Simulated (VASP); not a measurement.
Runs of VASP 6.6.1 on TaN. The structure is that of space group P-6m2 (No. 187), or close to it. The cells are those of the table. 

```csv
task,potentials or basis,cell,gap on the mesh (eV),pressure (GPa),largest force (eV/Å)
electric field gradients,"VASP PAW PBE potentials, release 64 (Ta_pv, N)","a = 2.939, b = 2.976, c = 2.884 Å, angles 90.6, 91.7, 121.3°, 2 atoms",none,-3.1,0.11
single point,"VASP PAW PBE potentials, release 64 (Ta_pv, N)","a = 2.939, b = 2.900, c = 2.884 Å, angles 89.4, 88.3, 118.7°, 2 atoms",none,-3.1,0.05
electric field gradients,"VASP PAW PBE potentials, release 64 (Ta_sv_GW, N)","a = 2.996, b = 2.996, c = 2.940 Å, angles 90.0, 90.0, 120.0°, 2 atoms",none,(a),-
electric field gradients,"VASP PAW PBE potentials, release 64 (Ta_pv, N)","a = 2.938, b = 2.951, c = 2.883 Å, angles 90.2, 90.6, 120.4°, 2 atoms",none,-4.0,0.02
electric field gradients,"VASP PAW PBE potentials, release 64 (Ta_pv, N)","a = 2.938, b = 2.913, c = 2.883 Å, angles 89.6, 88.8, 119.1°, 2 atoms",none,-3.7,0.02
```

Alike in all rows: level PBEsol; no spin polarisation; k mesh 12 × 12 × 10; cutoff (eV) 520; smearing fermi-dirac 0.02 eV.

Task: Estimate the missing entries.

Result: (a) -22.7.

Caveats: the cell stands under tension; the PAW data sets were made with another functional, which shifts forces and pressure a little; spin-orbit coupling is left out, which moves the levels of the heavy elements.

A k mesh can miss the band edges, and the runs leave out spin-orbit coupling on Ta.

A gap of «none» marks levels without a gap at the run's occupations.

The runs don't all hold the same shells in valence.
